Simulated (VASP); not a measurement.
# Au (P-6m2) in VASP: further runs

Au is run at these levels: PBE; tasks: single point, relaxation of cell and atoms.

Program: VASP 6.6.1. These are calculated values, not measurements. Logs are shortened: lines on timing, memory, paths and dates and some standing lists are left out, and cuts for length are marked.

### Step 1. The cell of the first run

It takes space group P-6m2 (No. 187, hexagonal). Conventional cell: a = 2.928 Å, b = 2.928 Å, c = 14.539 Å, α = 90.00°, β = 90.00°, γ = 120.00°. Within 3.9 Å of Au (site symmetry 3m) lie 12 Au at 2.93 to 2.95 Å. Within 3.9 Å of Au (site symmetry -6m2) lie 12 Au at 2.93 to 2.95 Å. Within 3.9 Å of Au (site symmetry 3m) lie 12 Au at 2.93 to 2.96 Å. Within 3.9 Å of Au (site symmetry -6m2) lie 12 Au at 2.93 to 2.96 Å.

### Step 2. Single point, PBE

INCAR reads:

```
SYSTEM = Au
  PREC = Accurate
  ENCUT = 520
  EDIFF = 1E-6
  ISMEAR = 0
  SIGMA = 0.1
  LREAL = .False.
  LASPH = .True.
  NELM = 100
  ALGO = Fast
  ISIF = 2
  LWAVE = .False.
  LCHARG = .False.
  GGA = PE
  NBANDS = 42
```

KPOINTS reads:

```
Automatic mesh
0
Gamma
  18 18 4
  0 0 0
```

POSCAR reads:

```
Au
1.0
    2.9276810898      0.0000000000      0.0000000000
   -1.4638405449      2.5354461979      0.0000000000
    0.0000000000      0.0000000000     14.5389527777
Au
6
Direct
    0.0000000000      0.0000000000      0.0003196462
    0.3333333333      0.6666666667      0.1666666667
    0.0000000000      0.0000000000      0.3330136871
    0.6666666667      0.3333333333      0.4994127505
    0.0000000000      0.0000000000      0.6666666667
    0.6666666667      0.3333333333      0.8339205828
```

Potentials or basis: VASP PAW PBE potentials, release 64 (Au).

On the command line:

```sh
$ cat potpaw_PBE.64/Au/POTCAR > POTCAR
$ mpirun -np 1 vasp_std > vasp.out
```

OUTCAR:

```text
SYSTEM = Au
   PREC = Accurate
   ENCUT = 520
   EDIFF = 1E-6
   ISMEAR = 0
   LREAL = .False.
   LASPH = .True.
   NELM = 100
   ISIF = 2
   GGA = PE

 ion  position               nearest neighbor table
   1  0.000  0.000  0.000-   2 2.95   2 2.95   2 2.95   6 2.95   6 2.95   6 2.95
   2  0.333  0.667  0.167-   3 2.95   3 2.95   3 2.95   1 2.95   1 2.95   1 2.95
   3  0.000  0.000  0.333-   2 2.95   2 2.95   2 2.95   4 2.95   4 2.95   4 2.95
   4  0.667  0.333  0.499-   3 2.95   3 2.95   3 2.95   5 2.96   5 2.96   5 2.96
   5  0.000  0.000  0.667-   6 2.96   6 2.96   6 2.96   4 2.96   4 2.96   4 2.96
   6  0.667  0.333  0.834-   1 2.95   1 2.95   1 2.95   5 2.96   5 2.96   5 2.96

  LATTYP: Found a hexagonal cell.
 ALAT       =     2.9276810898
 C/A-ratio  =     4.9660302238

  Lattice vectors:

 A1 = (   2.9276810898,   0.0000000000,   0.0000000000)
 A2 = (  -1.4638405449,   2.5354461979,   0.0000000000)
 A3 = (   0.0000000000,   0.0000000000,  14.5389527777)

Analysis of symmetry for initial positions (statically):
=====================================================================
 Subroutine PRICEL returns:
 Original cell was already a primitive cell.

 Routine SETGRP: Setting up the symmetry group for a
 hexagonal supercell.

 Subroutine GETGRP returns: Found 12 space group operations
 (whereof  6 operations were pure point group operations)
 out of a pool of 24 trial point group operations.

The static configuration has the point symmetry C_3v.
 The point group associated with its full space group is D_3h.

Analysis of symmetry for dynamics (positions and initial velocities):
=====================================================================
 Subroutine PRICEL returns:
 Original cell was already a primitive cell.

 Routine SETGRP: Setting up the symmetry group for a
 hexagonal supercell.

 Subroutine GETGRP returns: Found 12 space group operations
 (whereof  6 operations were pure point group operations)
 out of a pool of 24 trial point group operations.

The dynamic configuration has the point symmetry C_3v.
 The point group associated with its full space group is D_3h.

 Subroutine INISYM returns: Found 12 space group operations
 (whereof  6 operations are pure point group operations),
 and found     1 'primitive' translations

----------------------------------------------------------------------------------------

                                     Primitive cell

  volume of cell :     107.9223

  direct lattice vectors                    reciprocal lattice vectors
     2.927681090  0.000000000  0.000000000     0.341567257  0.197203948  0.000000000
    -1.463840545  2.535446198  0.000000000     0.000000000  0.394407896  0.000000000
     0.000000000  0.000000000 14.538952778     0.000000000  0.000000000  0.068780745

  length of vectors
     2.927681090  2.927681090 14.538952778     0.394407896  0.394407896  0.068780745

  position of ions in fractional coordinates (direct lattice)
     0.000000000  0.000000000  0.000319646
     0.333333333  0.666666667  0.166666667
     0.000000000  0.000000000  0.333013687
     0.666666667  0.333333333  0.499412750
     0.000000000  0.000000000  0.666666667
     0.666666667  0.333333333  0.833920583

  ion indices of the primitive-cell ions
   primitive index   ion index
                 1           1
                 2           2
                 3           3
                 4           4
                 5           5
                 6           6

----------------------------------------------------------------------------------------

 KPOINTS: Automatic mesh

Automatic generation of k-mesh.
 Grid dimensions read from file:
 generate k-points for:   18   18    4

 Generating k-lattice:

  Cartesian coordinates                     Fractional coordinates (reciprocal lattice)
     0.018975959  0.010955775  0.000000000     0.055555556  0.000000000  0.000000000
     0.000000000  0.021911550  0.000000000     0.000000000  0.055555556  0.000000000
     0.000000000  0.000000000  0.017195186     0.000000000  0.000000000  0.250000000

  Length of vectors
     0.021911550  0.021911550  0.017195186

  Shift w.r.t. Gamma in fractional coordinates (k-lattice)
     0.000000000  0.000000000  0.000000000

 Subroutine IBZKPT returns following result:
 ===========================================

 Found    111 irreducible k-points:

 Following reciprocal coordinates:
            Coordinates               Weight
  0.000000  0.000000  0.000000      1.000000
  0.055556  0.000000  0.000000      6.000000
  0.111111  0.000000  0.000000      6.000000
  0.166667  0.000000  0.000000      6.000000
  0.222222  0.000000  0.000000      6.000000
  0.277778  0.000000  0.000000      6.000000
[... 16 lines left out ...]
  0.333333  0.111111  0.000000     12.000000
  0.388889  0.111111  0.000000     12.000000
 [... further k-points ...]
   k-points           NKPTS =    111   k-points in BZ     NKDIM =    111   number of bands    NBANDS=     42
   number of dos      NEDOS =    301   number of ions     NIONS =      6
   total plane-waves  NPLWV =  62208
   dimension x,y,z NGX =    24 NGY =   24 NGZ =  108
   dimension x,y,z NGXF=    48 NGYF=   48 NGZF=  216
   ions per type =               6
   NGX,Y,Z   is equivalent  to a cutoff of  13.63, 13.63, 12.35 a.u.
   NGXF,Y,Z  is equivalent  to a cutoff of  27.26, 27.26, 24.70 a.u.
 SYSTEM =  Au
   PREC   = accura    normal or accurate (medium, high low for compatibility)
   ISTART =      0    job   : 0-new  1-cont  2-samecut
   ICHARG =      2    charge: 1-file 2-atom 10-const
   ISPIN  =      1    spin polarized calculation?
   LNONCOLLINEAR =      F non collinear calculations
   LSORBIT =      F    spin-orbit coupling
   LASPH  =      T    aspherical Exc in radial PAW
   ENCUT  =  520.0 eV  38.22 Ry    6.18 a.u.   5.44  5.44 27.03*2*pi/ulx,y,z
   NELM   =    100;   NELMIN=  2; NELMDL= -5     # of ELM steps
   EDIFF  = 0.1E-05   stopping-criterion for ELM
   LREAL  =      F    real-space projection
   EDIFFG = 0.1E-04   stopping-criterion for IOM
   NSW    =      0    number of steps for IOM
   IBRION =     -1    ionic relax: 0-MD 1-quasi-New 2-CG
   NFREE  =      0    steps in history (QN), initial steepest desc. (CG)
   ISIF   =      2    stress and relaxation
   ISYM   =      2    0-nonsym 1-usesym 2-fastsym
   POTIM  = 0.5000    time-step for ionic-motion
   TEBEG  =    0.0;   TEEND  =   0.0 temperature during run
   PSTRESS=    0.0 pullay stress
   NELECT =      66.0000    total number of electrons
   NUPDOWN=      -1.0000    fix difference up-down
   EMIN   =  10.00;   EMAX   =-10.00  energy-range for DOS
   EFERMI =   0.00;   METHOD = LEGACY
   ISMEAR =     0;   SIGMA  =   0.10  broadening in eV -4-tet -1-fermi 0-gaus
   EFERMI_NEDOS =   21; number of points for ismear=-14 and -15
   IALGO  =     68    algorithm
   IMIX   =      4    mixing-type and parameters
     AMIX     =   0.40;   BMIX     =  1.00
     AMIX_MAG =   1.60;   BMIX_MAG =  1.00
  volume/ion in A,a.u.               =      17.99       121.38
  Fermi-wavevector in a.u.,A,eV,Ry     =   1.389587  2.625938 26.272194  1.930952
  Thomas-Fermi vector in A             =   2.513603
   LORBIT       =      0    0 simple, 1 ext, 2 COOP (PROOUT), +10 PAW based schemes
   GGA     = PE    functional components
   LHFCALC =     F    Hartree Fock is set to
   AEXX    =    0.0000 exact exchange contribution
   IVDW    =     0    specifies the selected vdW correction
   LEPSILON=     F    determine dielectric tensor
   LRPA    =     F    only Hartree local field effects (RPA)
 non-spin polarized calculation
 RMM-DIIS sequential band-by-band and
 Gauss-broadening in eV      SIGMA  =   0.10
  energy-cutoff  :      520.00
  volume of cell :      107.92
 maximum number of plane-waves:      2983
 NGX is ok and might be reduce to    24
   NGX = 11   NGY = 11   NGZ = 55

 number of electron      65.9999997 magnetization

 Free energy of the ion-electron system (eV)
  ---------------------------------------------------
  ext. energy  EPLUGINS =         0.00000000
  ---------------------------------------------------
  free energy    TOTEN  =       -19.29716512 eV

  energy without entropy =      -19.28781723  energy(sigma->0) =      -19.29249118

 E-fermi :   8.5334     XC(G=0): -12.3950

 val. band max:        8.5194839548   @ k =   0.3889   0.1111   0.2500
 cond. band min:       8.5626405850   @ k =   0.5000   0.0000   0.0000
 fundamental gap:      0.0431566302
 Fermi energy:         8.5334296992

 k-point     1 :       0.0000    0.0000    0.0000
  band No.  band energies     occupation
      1      -0.6991      2.00000
      2       0.1412      2.00000
      3       0.1606      2.00000
      4       1.5496      2.00000
      5       1.5571      2.00000
      6       1.7236      2.00000
[... 34 lines left out ...]
     41      21.9572      0.00000
     42      23.1672      0.00000

 k-point     2 :       0.0556    0.0000    0.0000
  band No.  band energies     occupation
      1      -0.6066      2.00000
      2       0.2299      2.00000
      3       0.2492      2.00000
      4       1.6361      2.00000
      5       1.6434      2.00000
      6       1.7990      2.00000
[... 34 lines left out ...]
     41      22.0338      0.00000
     42      23.2446      0.00000

 k-point     3 :       0.1111    0.0000    0.0000
  band No.  band energies     occupation
      1      -0.3346      2.00000
      2       0.4866      2.00000
      3       0.5057      2.00000
      4       1.8832      2.00000
      5       1.8891      2.00000
      6       2.0117      2.00000
[... 34 lines left out ...]
     41      22.1965      0.00000
     42      23.0523      0.00000

 k-point     4 :       0.1667    0.0000    0.0000
  band No.  band energies     occupation
      1       0.0977      2.00000
      2       0.8785      2.00000
      3       0.8971      2.00000
      4       2.2379      2.00000
      5       2.2392      2.00000
      6       2.3138      2.00000
[... 844 lines left out ...]
     41      17.4899      0.00000
     42      17.7662      0.00000

 k-point    23 :       0.3333    0.1111    0.0000
  band No.  band energies     occupation
      1       2.1021      2.00000
      2       2.1919      2.00000
      3       2.3340      2.00000
      4       2.5273      2.00000
      5       2.5537      2.00000
      6       2.7565      2.00000
[... 34 lines left out ...]
     41      15.9105      0.00000
     42      16.3698      0.00000

 k-point    24 :       0.3889    0.1111    0.0000
  band No.  band energies     occupation
      1       2.1184      2.00000
      2       2.1750      2.00000
      3       2.3358      2.00000
      4       2.4262      2.00000
      5       2.4650      2.00000
      6       2.7051      2.00000
[... 34 lines left out ...]
     41      14.3378      0.00000
     42      16.2879      0.00000

 [... further k-points ...]

------------------------ aborting loop because EDIFF is reached ----------------------------------------

  FORCE on cell =-STRESS in cart. coord.  units (eV):
  Direction    XX          YY          ZZ          XY          YZ          ZX
  --------------------------------------------------------------------------------------
  -------------------------------------------------------------------------------------
  Total       -0.1297381     -0.1297381     -0.1419629     -0.0000000      0.0000000      0.0000000
  in kB       -1.9260467     -1.9260467     -2.1075323     -0.0000000      0.0000000      0.0000000
  external PRESSURE =      -1.9865419 kB  Pullay stress =       0.0000000 kB

 VOLUME and BASIS-vectors are now :
 -----------------------------------------------------------------------------
  energy-cutoff  :      520.00
  volume of cell :      107.92
      direct lattice vectors                 reciprocal lattice vectors
     2.927681090  0.000000000  0.000000000     0.341567257  0.197203948  0.000000000
    -1.463840545  2.535446198  0.000000000     0.000000000  0.394407896  0.000000000
     0.000000000  0.000000000 14.538952778     0.000000000  0.000000000  0.068780745

 POSITION                                       TOTAL-FORCE (eV/Angst)
 -----------------------------------------------------------------------------------
      0.00000      0.00000      0.00465         0.000000     -0.000000      0.000276
     -0.00000      1.69030      2.42316         0.000000     -0.000000     -0.000000
      0.00000      0.00000      4.84167         0.000000     -0.000000     -0.000276
      1.46384      0.84515      7.26094        -0.000000      0.000000      0.001330
      0.00000      0.00000      9.69264         0.000000     -0.000000     -0.000000
      1.46384      0.84515     12.12433        -0.000000      0.000000     -0.001330
 -----------------------------------------------------------------------------------
    total drift:                               -0.000000      0.000000     -0.000000

  FREE ENERGIE OF THE ION-ELECTRON SYSTEM (eV)
  ---------------------------------------------------
  free  energy   TOTEN  =       -19.2971651232 eV

  energy  without entropy=      -19.2878172323  energy(sigma->0) =      -19.29249118
```

It took 6.7 min on 1 thread of AMD EPYC 9755, shared host; peak memory 0.44 GiB.

What came out:

| Property | Result |
| --- | --- |
| Free energy | -19.2972 eV |
| Pressure | -0.2 GPa |
| Band gap on the k mesh | zero (bands 33 and 34 overlap by 4.87 eV) |

Caveat: spin-orbit coupling is left out, which moves the levels of the heavy elements.

### Step 3. Relaxation of cell and atoms, PBE

INCAR reads:

```
ALGO = Fast ; EDIFF = 1E-7
EDIFFG = -0.01 ; ENCUT = 600
GGA = PE ; IBRION = 2
ISIF = 3 ; ISMEAR = 0
LASPH = T ; LCHARG = F
LREAL = F ; LWAVE = F
NELM = 100 ; NSW = 65
PREC = Accurate ; SIGMA = 0.1
```

KPOINTS reads:

```
k-points
0
Gamma
  18 18 4
```

POSCAR reads:

```
Au
1.0
    2.9171320407      0.0000000000      0.0000000000
   -1.4585660203      2.5263104534      0.0000000000
    0.0000000000      0.0000000000     14.6671419072
Au
6
Direct
    0.0000000000      0.0000000000      0.0000000000
    0.3333333333      0.6666666667      0.1666666667
    0.0000000000      0.0000000000      0.3333333333
    0.6666666667      0.3333333333      0.5000000000
    0.0000000000      0.0000000000      0.6666666667
    0.6666666667      0.3333333333      0.8333333333
```

Potentials or basis: VASP PAW PBE potentials, release 64 (Au).

On the command line:

```sh
$ cat potpaw_PBE.64/Au/POTCAR > POTCAR
$ mpirun -np 1 vasp_std > vasp.out
```

It took 60 min on 1 thread of Oxide Virtual Turin-like, shared host; peak memory 0.51 GiB.

Results (log left out):

* Free energy: -19.2966 eV
* Relaxed volume: 17.97 Å³/atom
* Relaxed cell: a = 2.927 Å, b = 2.927 Å, c = 14.535 Å, α = 90.00°, β = 90.00°, γ = 120.00°
* Space group after relaxing (to 0.1 Å): P-6m2 (No. 187)
* Energy gained by relaxing: 0.5 meV/atom
* Ionic steps: 9
* Pressure after relaxing: 0.0 GPa
* Largest force after relaxing: 0.008 eV/Å
* Band gap on the k mesh: zero (bands 33 and 34 overlap by 4.87 eV)

Forces on the atoms (eV/Å):
```
Au   0.000  0.000  0.008
Au   0.000  0.000  0.000
Au   0.000  0.000 -0.008
Au   0.000  0.000 -0.008
Au   0.000  0.000  0.000
Au   0.000  0.000  0.008
```

The path:
| step | energy change (eV) | largest force (eV/Å) | pressure (GPa) | volume (Å³) |
| --- | --- | --- | --- | --- |
| 1 | 0.0000 | 0.0323 | -0.31 | 108.09 |
| 2 | -0.0012 | 0.0257 | 0.36 | 107.55 |
| 3 | -0.0012 | 0.0262 | 0.33 | 107.57 |
| 4 | -0.0023 | 0.0177 | 0.19 | 107.66 |
| 5 | -0.0027 | 0.0144 | 0.05 | 107.77 |
| 6 | -0.0027 | 0.0144 | 0.05 | 107.76 |
| 7 | -0.0027 | 0.0111 | -0.04 | 107.84 |
| 8 | -0.0027 | 0.0120 | -0.03 | 107.83 |
| 9 | -0.0027 | 0.0079 | -0.01 | 107.82 |

Final structure:
```
Au
1.0
     2.92669    0.00000    0.00000
    -1.46334    2.53459    0.00000
     0.00000    0.00000   14.53469
Au
6
Direct
  0.00000 0.00000 0.00014
  0.33333 0.66667 0.16667
  0.00000 0.00000 0.33319
  0.66667 0.33333 0.49961
  0.00000 0.00000 0.66667
  0.66667 0.33333 0.83373
```

Levels at points of the mesh, in eV from the Fermi level:
```csv
k point,band 31,band 32,band 33,band 34,band 35,band 36,band 37,band 38
"(0.00, 0.00, 0.00)",-2.33,-2.27,-2.27,-2.01,-2.01,-0.74,2.67,7.38
"(0.50, 0.00, 0.00)",0.03,0.26,0.50,1.11,1.23,1.41,3.75,3.76
"(0.00, 0.00, 0.50)",-2.13,-2.13,-2.05,-2.05,-2.02,-2.02,4.37,4.41
"(0.50, 0.00, 0.50)",-0.16,0.31,0.55,1.00,1.34,1.38,3.47,3.68
```

Caveat: spin-orbit coupling is left out, which moves the levels of the heavy elements.

The gap in the log of VASP goes by the Fermi energy; the results here count the filled bands.